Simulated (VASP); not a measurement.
Write the native input for VASP 6.6.1 that does the following.

```yaml
Task: single point
Functional: LDA
Potentials_or_basis: VASP PAW LDA potentials, release 64 (Ru_pv, C)
Cutoff: 520 eV
k_mesh: 12 × 12 × 1
Occupations: gaussian, width 0.1 eV
Spin: collinear spin
Starting_moments: "[0.0, 0.0, 0.0, 0.0, 2.0] μB"
Dipole_correction: yes
Further_INCAR_settings: ALGO = Fast; EDIFF = 1e-06; NBANDS = 42
```

The structure of Ru4C lies in POSCAR:

```
Ru4C
1.0
    2.6740588489      0.0000000000      0.0000000000
   -1.3370294244      2.3158028943      0.0000000000
    0.0000000000      0.0000000000     23.2622039167
Ru C
4 1
Direct
    0.6666666667      0.3333333333      0.1719527528
    0.3333333333      0.6666666667      0.2628031512
    0.6666666667      0.3333333333      0.3532811882
    0.3333333333      0.6666666667      0.4411535534
    0.8333333333      0.6666666667      0.5602308347
```

The input as run:

INCAR

```
  PREC = Accurate
  ENCUT = 520
  EDIFF = 1E-6
  ISMEAR = 0
  SIGMA = 0.1
  LREAL = F
  LASPH = T
  NELM = 150
  ALGO = Fast
  ISIF = 2
  LWAVE = F
  LCHARG = T
  ISPIN = 2
  MAGMOM = 0 0 0 0 2
  LORBIT = 11
  LMAXMIX = 4
  LDIPOL = T
  IDIPOL = 3
  DIPOL = 0.5 0.5 0.358
  GGA = CA
  LELF = T
  LVHAR = T
  LVACPOTAV = T
  NBANDS = 42
```

KPOINTS

```
regular mesh
0
Gamma
  12 12 1
```

Potentials or basis: VASP PAW LDA potentials, release 64 (Ru_pv, C).

The run is started by

```bash
$ cat potpaw_LDA.64/Ru_pv/POTCAR potpaw_LDA.64/C/POTCAR > POTCAR
$ mpirun -np 1 vasp_std > vasp.out
```

Results of the run:

```json
{"Largest force": "1.535 eV/Å", "Band gap on the k mesh": "zero (filled and empty bands overlap)", "Net moment": "0.00 μB per cell", "Valence electrons inside the program's atomic spheres": "Ru 12.59, 12.74, 12.78, 12.61; C 1.91"}
```

Wall time 26 min on 1 thread of Oxide Virtual Turin-like Processor, with other jobs on the host, peak memory 0.43 GiB.
